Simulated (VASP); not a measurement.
# W4S in VASP: single point with PBE

Aim: the single point of W4S with PBE.

Everything below comes from runs of VASP 6.6.1. Logs are shortened: lines on timing, memory, paths and dates and some standing lists are left out, and cuts for length are marked.

**1. The cell of the first run**

The cell holds a slab with vacuum, 5 atoms: a = 3.184 Å, b = 3.184 Å, c = 20.143 Å, α = 90.00°, β = 90.00°, γ = 90.00°.

**2. Single point, PBE**

Input file INCAR:

```
SYSTEM = W4S
PREC     = Accurate       ! precision mode
ENCUT    = 520            ! plane-wave cutoff, eV
EDIFF    = 1E-6           ! SCF threshold, eV
ISMEAR   = 0              ! smearing method
SIGMA    = 0.1            ! smearing width, eV
LREAL    = .FALSE.        ! projectors in reciprocal space
LASPH    = .TRUE.         ! aspherical terms in the spheres
NELM     = 100            ! most SCF steps
ALGO     = Normal         ! electronic algorithm
ISIF     = 2              ! what is computed and relaxed
LWAVE    = .FALSE.        ! write WAVECAR
LCHARG   = .TRUE.         ! write CHGCAR
LDIPOL   = .TRUE.       
IDIPOL   = 3            
DIPOL    = 0.5 0.5 0.357
GGA      = PE             ! functional
LELF     = .TRUE.         ! ELF
LVHAR    = .TRUE.       
LVACPOTAV= .TRUE.       
NBANDS   = 39             ! bands
```

Input file KPOINTS:

```
regular mesh
0
G
  8 8 1
  0 0 0
```

Input file POSCAR:

```
W4S
1.0
    3.1836991688      0.0000000000      0.0000000000
    0.0000000000      3.1836991688      0.0000000000
    0.0000000000      0.0000000000     20.1425775749
W S
4 1
Direct
    0.5000000000      0.5000000000      0.1985843165
    0.0000000000      0.0000000000      0.2776134069
    0.5000000000      0.5000000000      0.3599451800
    0.0000000000      0.0000000000      0.4290700901
    0.0000000000      0.5000000000      0.5177932896
```

Potentials or basis: VASP PAW PBE potentials, release 64 (W_sv, S).

The run is started by

```console
$ cat potpaw_PBE.64/W_sv/POTCAR potpaw_PBE.64/S/POTCAR > POTCAR
$ mpirun -np 1 vasp_std > vasp.out
```

OUTCAR:

```text
SYSTEM = W4S
   PREC = Accurate
   ENCUT = 520
   EDIFF = 1E-6
   ISMEAR = 0
   LREAL = .FALSE.
   LASPH = .TRUE.
   NELM = 100
   ISIF = 2
   GGA = PE

 ion  position               nearest neighbor table
   1  0.500  0.500  0.199-   2 2.76   2 2.76   2 2.76   2 2.76   3 3.25
   2  0.000  0.000  0.278-   1 2.76   1 2.76   1 2.76   1 2.76   3 2.80   3 2.80   3 2.80   3 2.80
                             4 3.05
   3  0.500  0.500  0.360-   4 2.65   4 2.65   4 2.65   4 2.65   2 2.80   2 2.80   2 2.80   2 2.80
                             1 3.25
   4  0.000  0.000  0.429-   5 2.39   5 2.39   3 2.65   3 2.65   3 2.65   3 2.65   2 3.05
   5  0.000  0.500  0.518-   4 2.39   4 2.39

  LATTYP: Found a simple tetragonal cell.
 ALAT       =     3.1836991688
 C/A-ratio  =     6.3267841925

  Lattice vectors:

 A1 = (   3.1836991688,   0.0000000000,   0.0000000000)
 A2 = (   0.0000000000,   3.1836991688,   0.0000000000)
 A3 = (   0.0000000000,   0.0000000000,  20.1425775749)

Analysis of symmetry for initial positions (statically):
=====================================================================
 Subroutine PRICEL returns:
 Original cell was already a primitive cell.

 Routine SETGRP: Setting up the symmetry group for a
 simple tetragonal supercell.

 Subroutine GETGRP returns: Found  4 space group operations
 (whereof  4 operations were pure point group operations)
 out of a pool of 16 trial point group operations.

The static configuration has the point symmetry C_2v.

Analysis of symmetry for dynamics (positions and initial velocities):
=====================================================================
 Subroutine PRICEL returns:
 Original cell was already a primitive cell.

 Routine SETGRP: Setting up the symmetry group for a
 simple tetragonal supercell.

 Subroutine GETGRP returns: Found  4 space group operations
 (whereof  4 operations were pure point group operations)
 out of a pool of 16 trial point group operations.

The dynamic configuration has the point symmetry C_2v.

 Subroutine INISYM returns: Found  4 space group operations
 (whereof  4 operations are pure point group operations),
 and found     1 'primitive' translations

----------------------------------------------------------------------------------------

                                     Primitive cell

  volume of cell :     204.1640

  direct lattice vectors                    reciprocal lattice vectors
     3.183699169  0.000000000  0.000000000     0.314100029  0.000000000  0.000000000
     0.000000000  3.183699169  0.000000000     0.000000000  0.314100029  0.000000000
     0.000000000  0.000000000 20.142577575     0.000000000  0.000000000  0.049646079

  length of vectors
     3.183699169  3.183699169 20.142577575     0.314100029  0.314100029  0.049646079

  position of ions in fractional coordinates (direct lattice)
     0.500000000  0.500000000  0.198584317
     0.000000000  0.000000000  0.277613407
     0.500000000  0.500000000  0.359945180
     0.000000000  0.000000000  0.429070090
     0.000000000  0.500000000  0.517793290

  ion indices of the primitive-cell ions
   primitive index   ion index
                 1           1
                 2           2
                 3           3
                 4           4
                 5           5

----------------------------------------------------------------------------------------

 KPOINTS: regular mesh

Automatic generation of k-mesh.
 Grid dimensions read from file:
 generate k-points for:    8    8    1

 Generating k-lattice:

  Cartesian coordinates                     Fractional coordinates (reciprocal lattice)
     0.039262504  0.000000000  0.000000000     0.125000000  0.000000000  0.000000000
     0.000000000  0.039262504  0.000000000     0.000000000  0.125000000  0.000000000
     0.000000000  0.000000000  0.049646079     0.000000000  0.000000000  1.000000000

  Length of vectors
     0.039262504  0.039262504  0.049646079

  Shift w.r.t. Gamma in fractional coordinates (k-lattice)
     0.000000000  0.000000000  0.000000000

 Subroutine IBZKPT returns following result:
 ===========================================

 Found     25 irreducible k-points:

 Following reciprocal coordinates:
            Coordinates               Weight
  0.000000  0.000000  0.000000      1.000000
  0.125000  0.000000  0.000000      2.000000
  0.000000  0.125000  0.000000      2.000000
  0.250000  0.000000  0.000000      2.000000
  0.000000  0.250000  0.000000      2.000000
  0.375000  0.000000  0.000000      2.000000
[... 16 lines left out ...]
  0.500000  0.375000  0.000000      2.000000
 -0.375000  0.500000  0.000000      2.000000
   k-points           NKPTS =     25   k-points in BZ     NKDIM =     25   number of bands    NBANDS=     39
   number of dos      NEDOS =    301   number of ions     NIONS =      5
   total plane-waves  NPLWV =  86400
   dimension x,y,z NGX =    24 NGY =   24 NGZ =  150
   dimension x,y,z NGXF=    48 NGYF=   48 NGZF=  300
   ions per type =               4   1
   NGX,Y,Z   is equivalent  to a cutoff of  12.53, 12.53, 12.38 a.u.
   NGXF,Y,Z  is equivalent  to a cutoff of  25.06, 25.06, 24.76 a.u.
 SYSTEM =  W4S
   PREC   = accura    normal or accurate (medium, high low for compatibility)
   ISTART =      0    job   : 0-new  1-cont  2-samecut
   ICHARG =      2    charge: 1-file 2-atom 10-const
   ISPIN  =      1    spin polarized calculation?
   LNONCOLLINEAR =      F non collinear calculations
   LSORBIT =      F    spin-orbit coupling
   LASPH  =      T    aspherical Exc in radial PAW
   ENCUT  =  520.0 eV  38.22 Ry    6.18 a.u.   5.92  5.92 37.45*2*pi/ulx,y,z
   NELM   =    100;   NELMIN=  2; NELMDL= -5     # of ELM steps
   EDIFF  = 0.1E-05   stopping-criterion for ELM
   LREAL  =      F    real-space projection
   EDIFFG = 0.1E-04   stopping-criterion for IOM
   NSW    =      0    number of steps for IOM
   IBRION =     -1    ionic relax: 0-MD 1-quasi-New 2-CG
   NFREE  =      0    steps in history (QN), initial steepest desc. (CG)
   ISIF   =      2    stress and relaxation
   ISYM   =      2    0-nonsym 1-usesym 2-fastsym
   POTIM  = 0.5000    time-step for ionic-motion
   TEBEG  =    0.0;   TEEND  =   0.0 temperature during run
   PSTRESS=    0.0 pullay stress
   NELECT =      62.0000    total number of electrons
   NUPDOWN=      -1.0000    fix difference up-down
   EMIN   =  10.00;   EMAX   =-10.00  energy-range for DOS
   EFERMI =   0.00;   METHOD = LEGACY
   ISMEAR =     0;   SIGMA  =   0.10  broadening in eV -4-tet -1-fermi 0-gaus
   EFERMI_NEDOS =   21; number of points for ismear=-14 and -15
   IALGO  =     38    algorithm
   IMIX   =      4    mixing-type and parameters
     AMIX     =   0.40;   BMIX     =  1.00
     AMIX_MAG =   1.60;   BMIX_MAG =  1.00
  volume/ion in A,a.u.               =      40.83       275.55
  Fermi-wavevector in a.u.,A,eV,Ry     =   1.100388  2.079431 16.474654  1.210853
  Thomas-Fermi vector in A             =   2.236798
   LORBIT       =      0    0 simple, 1 ext, 2 COOP (PROOUT), +10 PAW based schemes
   GGA     = PE    functional components
   LHFCALC =     F    Hartree Fock is set to
   AEXX    =    0.0000 exact exchange contribution
   IVDW    =     0    specifies the selected vdW correction
   LEPSILON=     F    determine dielectric tensor
   LRPA    =     F    only Hartree local field effects (RPA)
 non-spin polarized calculation
 Gauss-broadening in eV      SIGMA  =   0.10
  energy-cutoff  :      520.00
  volume of cell :      204.16
 maximum number of plane-waves:      5576
   NGX = 11   NGY = 11   NGZ = 75

 dipolmoment           0.000000      0.000000     -0.019908 electrons x Angstroem

 number of electron      61.9999993 magnetization

 dipolmoment           0.000000      0.000000      0.081178 electrons x Angstroem

 Free energy of the ion-electron system (eV)
  ---------------------------------------------------
  ext. energy  EPLUGINS =         0.00000000
  ---------------------------------------------------
  free energy    TOTEN  =       -52.68172342 eV

  energy without entropy =      -52.66489486  energy(sigma->0) =      -52.67330914

 E-fermi :   1.0630     XC(G=0):  -6.1627

 val. band max:        1.0081144864   @ k =   0.3750   0.0000   0.0000
 cond. band min:       1.1308430204   @ k =  -0.1250   0.2500   0.0000
 fundamental gap:      0.1227285340
 Fermi energy:         1.0630040491

 k-point     1 :       0.0000    0.0000    0.0000
  band No.  band energies     occupation
      1     -72.8471      2.00000
      2     -72.7953      2.00000
      3     -72.7185      2.00000
      4     -72.6067      2.00000
      5     -37.2922      2.00000
      6     -37.2839      2.00000
[... 31 lines left out ...]
     38       3.8828      0.00000
     39       4.2417      0.00000

 k-point     2 :       0.1250    0.0000    0.0000
  band No.  band energies     occupation
      1     -72.8404      2.00000
      2     -72.7891      2.00000
      3     -72.7203      2.00000
      4     -72.6133      2.00000
      5     -37.3607      2.00000
      6     -37.2909      2.00000
[... 31 lines left out ...]
     38       3.6343      0.00000
     39       4.2452      0.00000

 k-point     3 :       0.0000    0.1250    0.0000
  band No.  band energies     occupation
      1     -72.8404      2.00000
      2     -72.7891      2.00000
      3     -72.7203      2.00000
      4     -72.6132      2.00000
      5     -37.3837      2.00000
      6     -37.2919      2.00000
[... 31 lines left out ...]
     38       3.4451      0.00000
     39       4.0339      0.00000

 k-point     4 :       0.2500    0.0000    0.0000
  band No.  band energies     occupation
      1     -72.8231      2.00000
      2     -72.7718      2.00000
      3     -72.7250      2.00000
      4     -72.6322      2.00000
      5     -37.4642      2.00000
      6     -37.4096      2.00000
[... 31 lines left out ...]
     38       3.5671      0.00000
     39       4.0409      0.00000
[... 754 lines left out ...]
     38       4.3095      0.00000
     39       4.5102      0.00000

 k-point    23 :       0.5000    0.3750    0.0000
  band No.  band energies     occupation
      1     -72.7869      2.00000
      2     -72.7442      2.00000
      3     -72.6927      2.00000
      4     -72.6847      2.00000
      5     -37.5842      2.00000
      6     -37.5729      2.00000
[... 31 lines left out ...]
     38       4.5145      0.00000
     39       4.6251      0.00000

 k-point    24 :      -0.3750    0.5000    0.0000
  band No.  band energies     occupation
      1     -72.7869      2.00000
      2     -72.7442      2.00000
      3     -72.6926      2.00000
      4     -72.6847      2.00000
      5     -37.5941      2.00000
      6     -37.5708      2.00000
[... 31 lines left out ...]
     38       4.4392      0.00000
     39       4.6377      0.00000

 [... further k-points ...]
[... 5 lines left out ...]
  --------------------------------------------------------------------------------------
  -------------------------------------------------------------------------------------
  Total       -1.8387223     -5.2623102     -0.1847815      0.0000000      0.0000000      0.0000000
  in kB      -14.4293789    -41.2959952     -1.4500735      0.0000000      0.0000000      0.0000000
  external PRESSURE =     -19.0584825 kB  Pullay stress =       0.0000000 kB

 VOLUME and BASIS-vectors are now :
 -----------------------------------------------------------------------------
  energy-cutoff  :      520.00
  volume of cell :      204.16
      direct lattice vectors                 reciprocal lattice vectors
     3.183699169  0.000000000  0.000000000     0.314100029  0.000000000  0.000000000
     0.000000000  3.183699169  0.000000000     0.000000000  0.314100029  0.000000000
     0.000000000  0.000000000 20.142577575     0.000000000  0.000000000  0.049646079

 POSITION                                       TOTAL-FORCE (eV/Angst)
 -----------------------------------------------------------------------------------
      1.59185      1.59185      4.00000         0.000000      0.000000      2.077969
      0.00000      0.00000      5.59185         0.000000      0.000000     -1.996932
      1.59185      1.59185      7.25022         0.000000      0.000000     -2.442589
      0.00000      0.00000      8.64258         0.000000      0.000000      2.349925
      0.00000      1.59185     10.42969         0.000000      0.000000      0.011627
 -----------------------------------------------------------------------------------
    total drift:                                0.000000     -0.000000      0.000235

  FREE ENERGIE OF THE ION-ELECTRON SYSTEM (eV)
  ---------------------------------------------------
  free  energy   TOTEN  =       -52.6817234158 eV

  energy  without entropy=      -52.6648948635  energy(sigma->0) =      -52.67330914

 vacuum level on the upper side and lower side of the slab         6.752         5.302
```

It took 4.8 min on 1 thread of Intel Xeon Platinum 8259CL at 2.50GHz (Skylake/Cascade Lake), shared host; peak memory 0.36 GiB.

What came out:

```
Free energy            : -52.6817 eV
Largest force          : 2.443 eV/Å
Band gap on the k mesh : zero (bands 31 and 32 overlap by 1.32 eV)
```

Forces on the atoms (eV/Å):
```
W    0.000  0.000  2.078
W    0.000  0.000 -1.997
W    0.000  0.000 -2.443
W    0.000  0.000  2.350
S    0.000  0.000  0.012
```

Caveat: spin-orbit coupling is left out, which moves the levels of the heavy elements.

The gap in the log of VASP goes by the Fermi energy; the results here count the filled bands.